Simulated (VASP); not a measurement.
Input of a VASP 6.6.1 run:

Contents of INCAR:

```
PREC = Accurate ; ENCUT = 600
EDIFF = 1E-6 ; ISMEAR = 0
SIGMA = 0.05 ; LREAL = False
LASPH = True ; NELM = 200
ALGO = Normal ; ISIF = 2
LWAVE = False ; LCHARG = False
ISPIN = 2 ; MAGMOM = 6
LORBIT = 11 ; LMAXMIX = 6
LDAU = True ; LDAUTYPE = 2
LDAUL = 3 ; LDAUU = 6
LDAUJ = 0 ; LDAUPRINT = 1
GGA = PE ; NBANDS = 20
GGA_COMPAT = False
```

File KPOINTS:

```
regular mesh
0
Gamma
  5 5 5
```

POSCAR

```
Tb
1.0
    0.0000000000      2.5182754115      2.5182754115
    2.5182754115      0.0000000000      2.5182754115
    2.5182754115      2.5182754115      0.0000000000
Tb
1
Direct
    0.0000000000      0.0000000000      0.0000000000
```

Potentials or basis: VASP PAW PBE potentials, release 64 (Tb).

Launch:

```console
$ cat potpaw_PBE.64/Tb/POTCAR > POTCAR
$ mpirun -np 1 vasp_std > vasp.out
```

What does it give for the pressure?

0.7 GPa.

Estimate the site moments.

Tb +6.14 μB.

Estimate the net moment.

6.70 μB per cell.

Eigenvalues of the final occupation matrices:
```tsv
site	spin	trace	eigenvalues
site 1 f	1	6.94	0.99 0.99 0.99 0.99 0.99 0.99 0.99
site 1 f	2	0.99	0.00 0.00 0.00 0.00 0.33 0.33 0.33
```

Caveat: the k points lie up to 0.43 Å⁻¹ apart; the magnetic or orbital state may not be the lowest; spin-orbit coupling is left out, which moves the levels of the heavy elements. The state reached can hang on the start; a lower one may exist.
